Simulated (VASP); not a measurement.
# Be2ZnSe3 (P1) in VASP: relaxation of cell and atoms with PBE

Aim: the relaxation of cell and atoms of Be2ZnSe3 with PBE.

All numbers are computed with VASP 6.6.1; they aren't measurements. Logs are shortened: lines on timing, memory, paths and dates and some standing lists are left out, and cuts for length are marked.

## Step 1: The cell of the first run

The typed cell holds 12 atoms: a = 3.725 Å, b = 7.581 Å, c = 8.592 Å, α = 103.55°, β = 105.00°, γ = 88.64°.

## Step 2: Relaxation of cell and atoms, PBE

Contents of INCAR:

```
PREC = Accurate
ENCUT = 600
EDIFF = 1E-7
ISMEAR = 0
SIGMA = 0.1
LREAL = F
LASPH = T
NELM = 80
ALGO = Normal
ISIF = 3
LWAVE = F
LCHARG = F
GGA = PE
IBRION = 2
NSW = 80
EDIFFG = -0.025
```

Contents of KPOINTS:

```
Automatic mesh
0
Gamma
  4 2 4
```

Contents of POSCAR:

```
Be2ZnSe3
1.0
    3.7236230362     -0.0445613240      0.0731985945
    0.0891226479     -7.5807099954      0.0336321685
   -2.0417370262      1.9536742800     -8.1137135324
Be Zn Se
4 2 6
Direct
    0.6587038048      0.8473701774      0.3393283684
    0.6645748373      0.3311387593      0.3421645906
    0.3288703972      0.6615760953      0.6603245655
    0.3381210287      0.1601097300      0.6533530122
   -0.0010798255      0.4949573669     -0.0010844838
   -0.0006177280      1.0013877307      0.0010261676
    0.0907208332      0.8003458478      0.1844795534
    0.0929810187      0.2943577181      0.1855322724
    0.7474291182      0.6191972175      0.4939424734
    0.7509057366      0.1270740673      0.5090756318
    0.4013190383      0.9640162341      0.8172206402
    0.4280717404      0.4484690558      0.8146372084
```

Potentials or basis: VASP PAW PBE potentials, release 64 (Be, Zn, Se).

Launch:

```console
$ cat potpaw_PBE.64/Be/POTCAR potpaw_PBE.64/Zn/POTCAR potpaw_PBE.64/Se/POTCAR > POTCAR
$ mpirun -np 1 vasp_std > vasp.out
```

OUTCAR:

```text
PREC = Accurate
   ENCUT = 600
   EDIFF = 1E-7
   ISMEAR = 0
   LREAL = F
   LASPH = T
   NELM = 80
   ISIF = 3
   GGA = PE
   IBRION = 2
   NSW = 80
   EDIFFG = -0.025

 ion  position               nearest neighbor table
   1  0.659  0.847  0.339-   7 2.17  10 2.25   7 2.31   9 2.39
   2  0.665  0.331  0.342-   8 2.19   9 2.25  10 2.31   8 2.31
   3  0.329  0.662  0.660-   9 2.25  12 2.29   9 2.34  11 2.35
   4  0.338  0.160  0.653-  10 2.19  10 2.20  11 2.25  12 2.28
   5  0.999  0.495  0.999-  12 2.28   8 2.42   7 2.46  12 2.49
   6  0.999  0.001  0.001-  11 2.35   8 2.38   7 2.40  11 2.41
   7  0.091  0.800  0.184-   1 2.17   1 2.31   6 2.40   5 2.46
   8  0.093  0.294  0.186-   2 2.19   2 2.31   6 2.38   5 2.42
   9  0.747  0.619  0.494-   3 2.25   2 2.25   3 2.34   1 2.39
  10  0.751  0.127  0.509-   4 2.19   4 2.20   1 2.25   2 2.31
  11  0.401  0.964  0.817-   4 2.25   6 2.35   3 2.35   6 2.41
  12  0.428  0.448  0.815-   5 2.28   4 2.28   3 2.29   5 2.49

  LATTYP: Found a triclinic cell.
 ALAT       =     3.7246090079
 B/A-ratio  =     2.8194531860
 C/A-ratio  =     2.3067477017
 COS(alpha) =     0.0144325428
 COS(beta)  =     0.2588565775
 COS(gamma) =     0.6921733631

  Lattice vectors:

 A1 = (   3.7236230362,  -0.0445613240,   0.0731985945)
 A2 = (   7.3581234245,   7.4915873474,   0.1127650205)
 A3 = (   2.0417370262,  -1.9536742800,   8.1137135324)

Analysis of symmetry for initial positions (statically):
=====================================================================
 Subroutine PRICEL returns:
 Original cell was already a primitive cell.

 Routine SETGRP: Setting up the symmetry group for a
 triclinic supercell.

 Subroutine GETGRP returns: Found  1 space group operations
 (whereof  1 operations were pure point group operations)
 out of a pool of  2 trial point group operations.

The static configuration has the point symmetry C_1 .

Analysis of symmetry for dynamics (positions and initial velocities):
=====================================================================
 Subroutine PRICEL returns:
 Original cell was already a primitive cell.

 Routine SETGRP: Setting up the symmetry group for a
 triclinic supercell.

 Subroutine GETGRP returns: Found  1 space group operations
 (whereof  1 operations were pure point group operations)
 out of a pool of  2 trial point group operations.

The dynamic configuration has the point symmetry C_1 .

 Subroutine INISYM returns: Found  1 space group operations
 (whereof  1 operations are pure point group operations),
 and found     1 'primitive' translations

----------------------------------------------------------------------------------------

                                     Primitive cell

  volume of cell :     227.6375

  direct lattice vectors                    reciprocal lattice vectors
     3.723623036 -0.044561324  0.073198595     0.269911622  0.002874955 -0.067228381
     0.089122648 -7.580709995  0.033632168    -0.000960086 -0.132065061 -0.031557913
    -2.041737026  1.953674280 -8.113713532     0.002431052 -0.000521486 -0.123985445

  length of vectors
     3.724609008  7.581308462  8.591733269     0.278172976  0.135786612  0.124010373

  position of ions in fractional coordinates (direct lattice)
     0.658703805  0.847370177  0.339328368
     0.664574837  0.331138759  0.342164591
     0.328870397  0.661576095  0.660324565
     0.338121029  0.160109730  0.653353012
     0.998920175  0.494957367  0.998915516
     0.999382272  0.001387731  0.001026168
     0.090720833  0.800345848  0.184479553
     0.092981019  0.294357718  0.185532272
     0.747429118  0.619197218  0.493942473
     0.750905737  0.127074067  0.509075632
     0.401319038  0.964016234  0.817220640
     0.428071740  0.448469056  0.814637208

  ion indices of the primitive-cell ions
   primitive index   ion index
                 1           1
                 2           2
                 3           3
                 4           4
                 5           5
                 6           6
                 7           7
                 8           8
                 9           9
                10          10
                11          11
                12          12

----------------------------------------------------------------------------------------

 KPOINTS: Automatic mesh

Automatic generation of k-mesh.
 Grid dimensions read from file:
 generate k-points for:    4    2    4

 Generating k-lattice:

  Cartesian coordinates                     Fractional coordinates (reciprocal lattice)
     0.067477906  0.000718739 -0.016807095     0.250000000  0.000000000  0.000000000
    -0.000480043 -0.066032530 -0.015778957    -0.000000000  0.500000000  0.000000000
     0.000607763 -0.000130372 -0.030996361     0.000000000  0.000000000  0.250000000

  Length of vectors
     0.069543244  0.067893306  0.031002593

  Shift w.r.t. Gamma in fractional coordinates (k-lattice)
     0.000000000  0.000000000  0.000000000

 Subroutine IBZKPT returns following result:
 ===========================================

 Found     20 irreducible k-points:

 Following reciprocal coordinates:
            Coordinates               Weight
  0.000000  0.000000  0.000000      1.000000
  0.250000 -0.000000 -0.000000      2.000000
  0.500000 -0.000000 -0.000000      1.000000
  0.000000  0.500000  0.000000      1.000000
  0.250000  0.500000 -0.000000      2.000000
  0.500000  0.500000 -0.000000      1.000000
[... 12 lines left out ...]
  0.250000  0.500000  0.500000      2.000000
  0.500000  0.500000  0.500000      1.000000
   k-points           NKPTS =     20   k-points in BZ     NKDIM =     20   number of bands    NBANDS=     41
   number of dos      NEDOS =    301   number of ions     NIONS =     12
   total plane-waves  NPLWV = 134400
   dimension x,y,z NGX =    30 NGY =   64 NGZ =   70
   dimension x,y,z NGXF=    60 NGYF=  128 NGZF=  140
   ions per type =               4   2   6
   NGX,Y,Z   is equivalent  to a cutoff of  13.39, 14.03, 13.54 a.u.
   NGXF,Y,Z  is equivalent  to a cutoff of  26.78, 28.07, 27.09 a.u.
 SYSTEM =  unknown system
   PREC   = accura    normal or accurate (medium, high low for compatibility)
   ISTART =      0    job   : 0-new  1-cont  2-samecut
   ICHARG =      2    charge: 1-file 2-atom 10-const
   ISPIN  =      1    spin polarized calculation?
   LNONCOLLINEAR =      F non collinear calculations
   LSORBIT =      F    spin-orbit coupling
   LASPH  =      T    aspherical Exc in radial PAW
   ENCUT  =  600.0 eV  44.10 Ry    6.64 a.u.   7.44 15.14 17.16*2*pi/ulx,y,z
   NELM   =     80;   NELMIN=  2; NELMDL= -5     # of ELM steps
   EDIFF  = 0.1E-06   stopping-criterion for ELM
   LREAL  =      F    real-space projection
   EDIFFG = -.3E-01   stopping-criterion for IOM
   NSW    =     80    number of steps for IOM
   IBRION =      2    ionic relax: 0-MD 1-quasi-New 2-CG
   NFREE  =      1    steps in history (QN), initial steepest desc. (CG)
   ISIF   =      3    stress and relaxation
   ISYM   =      2    0-nonsym 1-usesym 2-fastsym
   POTIM  = 0.5000    time-step for ionic-motion
   TEBEG  =    0.0;   TEEND  =   0.0 temperature during run
   PSTRESS=    0.0 pullay stress
   NELECT =      68.0000    total number of electrons
   NUPDOWN=      -1.0000    fix difference up-down
   EMIN   =  10.00;   EMAX   =-10.00  energy-range for DOS
   EFERMI =   0.00;   METHOD = LEGACY
   ISMEAR =     0;   SIGMA  =   0.10  broadening in eV -4-tet -1-fermi 0-gaus
   EFERMI_NEDOS =   21; number of points for ismear=-14 and -15
   IALGO  =     38    algorithm
   IMIX   =      4    mixing-type and parameters
     AMIX     =   0.40;   BMIX     =  1.00
     AMIX_MAG =   1.60;   BMIX_MAG =  1.00
  volume/ion in A,a.u.               =      18.97       128.01
  Fermi-wavevector in a.u.,A,eV,Ry     =   1.094368  2.068055 16.294886  1.197640
  Thomas-Fermi vector in A             =   2.230671
   LORBIT       =      0    0 simple, 1 ext, 2 COOP (PROOUT), +10 PAW based schemes
   GGA     = PE    functional components
   LHFCALC =     F    Hartree Fock is set to
   AEXX    =    0.0000 exact exchange contribution
   IVDW    =     0    specifies the selected vdW correction
   LEPSILON=     F    determine dielectric tensor
   LRPA    =     F    only Hartree local field effects (RPA)
 conjugate gradient relaxation of ions
 non-spin polarized calculation
 Gauss-broadening in eV      SIGMA  =   0.10
  energy-cutoff  :      600.00
  volume of cell :      227.64
 maximum number of plane-waves:      7624
 NGX is ok and might be reduce to    30
   NGX = 15   NGY = 31   NGZ = 35

--------------------------------------- Ionic step        1  -------------------------------------------

 number of electron      67.9999989 magnetization

 Free energy of the ion-electron system (eV)
  ---------------------------------------------------
  ext. energy  EPLUGINS =         0.00000000
  ---------------------------------------------------
  free energy    TOTEN  =       -46.66211539 eV

  energy without entropy =      -46.66211539  energy(sigma->0) =      -46.66211539

------------------------ aborting loop because EDIFF is reached ----------------------------------------

  FORCE on cell =-STRESS in cart. coord.  units (eV):
  Direction    XX          YY          ZZ          XY          YZ          ZX
  --------------------------------------------------------------------------------------
  -------------------------------------------------------------------------------------
  Total        5.7419336      0.8938888      2.9467926      0.9021843      0.4511825     -4.5025531
  in kB       40.4133609      6.2914431     20.7403637      6.3498296      3.1755505    -31.6902489
  external PRESSURE =      22.4817226 kB  Pullay stress =       0.0000000 kB
[... 119 lines left out ...]
  FREE ENERGIE OF THE ION-ELECTRON SYSTEM (eV)
  ---------------------------------------------------
  free  energy   TOTEN  =       -46.9694471239 eV

  energy  without entropy=      -46.9694471239  energy(sigma->0) =      -46.96944712

[... ionic steps 4 to 11 ...]

--------------------------------------- Ionic step       12  -------------------------------------------

 number of electron      68.0000004 magnetization

------------------------ aborting loop because EDIFF is reached ----------------------------------------

  FORCE on cell =-STRESS in cart. coord.  units (eV):
  Direction    XX          YY          ZZ          XY          YZ          ZX
  --------------------------------------------------------------------------------------
  -------------------------------------------------------------------------------------
  Total        0.0121573     -0.0529324     -0.0124135     -0.0082658      0.0046140      0.0079941
  in kB        0.0837414     -0.3646080     -0.0855061     -0.0569363      0.0317822      0.0550648
  external PRESSURE =      -0.1221242 kB  Pullay stress =       0.0000000 kB
[... 77 lines left out ...]
  energy  without entropy=      -47.0606118062  energy(sigma->0) =      -47.06061181

--------------------------------------- Ionic step       14  -------------------------------------------

 number of electron      68.0000004 magnetization

 Free energy of the ion-electron system (eV)
  ---------------------------------------------------
  ext. energy  EPLUGINS =         0.00000000
  ---------------------------------------------------
  free energy    TOTEN  =       -47.06082905 eV

  energy without entropy =      -47.06082905  energy(sigma->0) =      -47.06082905

 E-fermi :   3.0674     XC(G=0):  -9.3019

 val. band max:        2.5768623935   @ k =   0.0000   0.0000   0.0000
 cond. band min:       5.2046127007   @ k =   0.0000   0.0000   0.5000
 fundamental gap:      2.6277503072
 Fermi energy:         3.0674061726

 k-point     1 :       0.0000    0.0000    0.0000
  band No.  band energies     occupation
      1     -10.9709      2.00000
      2     -10.0703      2.00000
      3      -9.9308      2.00000
      4      -9.8953      2.00000
      5      -9.8724      2.00000
      6      -9.7723      2.00000
[... 908 lines left out ...]
  FREE ENERGIE OF THE ION-ELECTRON SYSTEM (eV)
  ---------------------------------------------------
  free  energy   TOTEN  =       -47.0608290481 eV

  energy  without entropy=      -47.0608290481  energy(sigma->0) =      -47.06082905

 reached required accuracy - stopping structural energy minimisation
```

Wall time 53 min (1 thread of Intel Xeon Platinum 8488C (Sapphire Rapids), shared host); peak memory 0.51 GiB.

Results:

```yaml
Free_energy: -47.0608 eV
Relaxed_volume: 19.38 Å³/atom
Relaxed_cell: a = 3.792 Å, b = 7.584 Å, c = 8.522 Å, α = 102.87°, β = 102.88°, γ = 89.99°
Space_group_after_relaxing_to_0.05_Å: I-4m2 (No. 119)
Energy_gained_by_relaxing: 33.2 meV/atom
Ionic_steps: 14
Pressure_after_relaxing: 0.0 GPa
Largest_force_after_relaxing: 0.016 eV/Å
Band_gap_on_the_k_mesh: 2.63 eV
```

Forces in eV/Å, atoms in the order of the input:
```
Be   0.003  0.001  0.005
Be   0.003 -0.004  0.003
Be   0.003 -0.006  0.004
Be   0.002  0.003 -0.006
Zn  -0.016  0.003  0.001
Zn   0.005 -0.006  0.003
Se   0.003  0.002  0.001
Se   0.001  0.004 -0.002
Se   0.002 -0.002  0.006
Se  -0.001 -0.002 -0.003
Se   0.001  0.004 -0.006
Se  -0.005  0.001 -0.007
```

Step by step:
```tsv
step	energy change (eV)	largest force (eV/Å)	pressure (GPa)	volume (Å³)
1	0.0000	1.4232	2.25	227.64
2	-0.3073	0.5289	-0.96	236.42
3	-0.3073	0.5334	-0.93	236.29
4	-0.3673	0.2777	-0.21	233.51
5	-0.3812	0.1944	0.37	231.40
6	-0.3928	0.0994	0.01	232.57
7	-0.3935	0.0780	-0.11	232.96
8	-0.3960	0.0428	-0.02	232.64
9	-0.3964	0.0465	0.03	232.48
10	-0.3971	0.0346	0.00	232.57
11	-0.3977	0.0455	-0.05	232.74
12	-0.3982	0.0308	-0.01	232.60
13	-0.3985	0.0254	0.05	232.40
14	-0.3987	0.0163	0.00	232.57
```

Final structure:
```
CELL_PARAMETERS angstrom
3.79202 -0.00009 0.00066
0.00101 -7.58355 0.00009
-1.89872 1.89729 -8.08788
ATOMIC_POSITIONS crystal
Be 0.67172 0.83596 0.34439
Be 0.67154 0.33601 0.34417
Be 0.32757 0.66389 0.65595
Be 0.32781 0.16398 0.65558
Zn 0.00291 0.50015 0.99996
Zn 0.99890 0.99990 0.00004
Se 0.09536 0.79790 0.19158
Se 0.09526 0.29797 0.19138
Se 0.74958 0.62493 0.50018
Se 0.74991 0.12495 0.49987
Se 0.40324 0.95224 0.80845
Se 0.40621 0.45211 0.80846
```

Levels at points of the mesh, in eV from the valence-band top:
| k point | band 32 | band 33 | band 34 | band 35 | band 36 | band 37 |
| --- | --- | --- | --- | --- | --- | --- |
| (0.00, 0.00, 0.00) | -0.22 | 0.00 | 0.00 | 2.64 | 2.91 | 3.27 |
| (0.50, 0.00, 0.00) | -1.48 | -1.04 | -0.47 | 2.71 | 3.27 | 3.48 |
| (0.00, 0.50, 0.00) | -0.94 | -0.22 | -0.22 | 3.70 | 3.70 | 3.85 |
| (0.50, 0.50, 0.00) | -1.84 | -1.57 | -1.57 | 3.47 | 3.48 | 4.12 |
| (0.00, 0.00, 0.50) | -0.51 | -0.51 | -0.47 | 2.63 | 3.26 | 3.73 |
| (0.50, 0.00, 0.50) | -1.48 | -1.04 | -0.47 | 2.72 | 3.26 | 3.48 |
| (0.00, 0.50, 0.50) | -0.59 | -0.39 | -0.39 | 3.36 | 3.36 | 3.57 |
| (0.50, 0.50, 0.50) | -1.84 | -1.57 | -1.57 | 3.48 | 3.48 | 4.12 |

Caveat: the k points lie up to 0.43 Å⁻¹ apart in the final cell. A hybrid or GW would open this gap; PBE tends to underestimate it.
